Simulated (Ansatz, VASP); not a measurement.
# In3P: VASP beside Ansatz

```xyz
4
Lattice="3.0745 1.7751 4.3569 -3.0745 1.7751 4.3569 0.0000 -3.5502 4.3569" Properties=species:S:1:pos:R:3 pbc="T T T"
In    0.0000   -1.7751    2.1784
In    1.5373    0.8875    2.1784
In   -1.5373    0.8875    2.1784
P     0.0000    0.0000    0.0000
```

Alike in both runs: functional PBE; k mesh 12 × 12 × 12; occupations gaussian, width 0.1 eV; no spin polarisation.

Ansatz relaxed the structure, and its values are those at the end. VASP's run is a single point on that final structure, the one shown.

|  | VASP | Ansatz |
| --- | --- | --- |
| version | VASP 6.6.1 | Ansatz 0.2.0 |
| potentials or method | VASP PAW PBE potentials, release 64 (In_d, P), cutoff 520 eV | scalar-relativistic, plane waves, PAW |
| valence electrons in the cell | 44 | 44 |

```tsv
	VASP	Ansatz	Ansatz less VASP
gap on the k mesh at the Fermi level (eV)	none	none	-
pressure (GPa)	0.0	0.0	+0.03
```

A gap of «none» marks a metal or a gap that the smearing closes.
